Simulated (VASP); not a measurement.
A run of VASP 6.6.1 is set up as follows.

Contents of INCAR:

```
  ALGO = Normal
  EDIFF = 1E-7
  ENCUT = 520
  ISIF = 2
  ISMEAR = -1
  LASPH = True
  LCHARG = False
  LREAL = False
  LWAVE = False
  NBANDS = 16
  NELM = 80
  PREC = Accurate
  SIGMA = 0.08
```

KPOINTS

```
k-points
0
Gamma
  10 10 10
```

The input POSCAR:

```
HgTe
1.0
    0.0000000000      2.8338550000      2.9215000000
    2.8338550000      0.0000000000      2.9215000000
    2.8338550000      2.8338550000      0.0000000000
Hg Te
1 1
Direct
    0.0000000000      0.0000000000      0.0000000000
    0.5000000000      0.5000000000      0.5000000000
```

Potentials or basis: VASP PAW LDA potentials, release 64 (Hg, Te).

Run with:

```console
$ cat potpaw_LDA.64/Hg/POTCAR potpaw_LDA.64/Te/POTCAR > POTCAR
$ mpirun -np 1 vasp_std > vasp.out
```

Q: Predict the band gap on the k mesh.

A: Zero (band 9 reaches 7.26 eV, above the bottom of band 10 at 3.62 eV).

Q: Predict the pressure.

A: 10.9 GPa.

Stress tensor (GPa, compression positive):
```
12.63  0.00  0.00
 0.00 12.63  0.00
 0.00  0.00  7.42
```

Caveat: the cell differs from its parent crystal (equal xx and yy strain of -3 %); spin-orbit coupling is left out, which moves the levels of the heavy elements.
